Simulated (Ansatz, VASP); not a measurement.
Two plane-wave programs on C

```
CELL_PARAMETERS angstrom
-2.12684 1.22795 0.01101
-2.12684 -1.22795 0.01101
-3.48172 0.00000 10.62354
ATOMIC_POSITIONS crystal
C 0.47221 0.47221 0.83335
C 0.36110 0.36110 0.16669
C 0.41665 0.41665 0.50002
C 0.02777 0.02777 0.16668
C 0.08332 0.08332 0.50001
C 0.13888 0.13888 0.83335
```

Alike in both runs: task single point; functional r2SCAN; k mesh 12 × 12 × 3; occupations gaussian, width 0.05 eV; no spin polarisation.

```csv
,VASP,Ansatz
version,VASP 6.6.1,Ansatz 0.2.0
potentials or method,"VASP PAW PBE potentials, release 64 (C), cutoff 520 eV","scalar-relativistic, plane waves, PAW"
valence electrons in the cell,24,24
```

```csv
,VASP,Ansatz,Ansatz less VASP
gap on the k mesh at the Fermi level (eV),0.20,0.20,0.000
least direct gap on the mesh (eV),0.20,0.20,0.000
pressure (GPa),0.7,0.0,-0.63
"traceless stress, the component that is largest in VASP (GPa)",-0.77,-0.03,+0.738
rms of the force components (eV/Å),0.008,0.008,0.0000
```

VASP's potentials were made for PBE, not for r2SCAN. Atom by atom the forces differ by 0.000 eV/Å (rms over components). With one functional, cell and mesh, what is left measures potentials, basis and numerics.
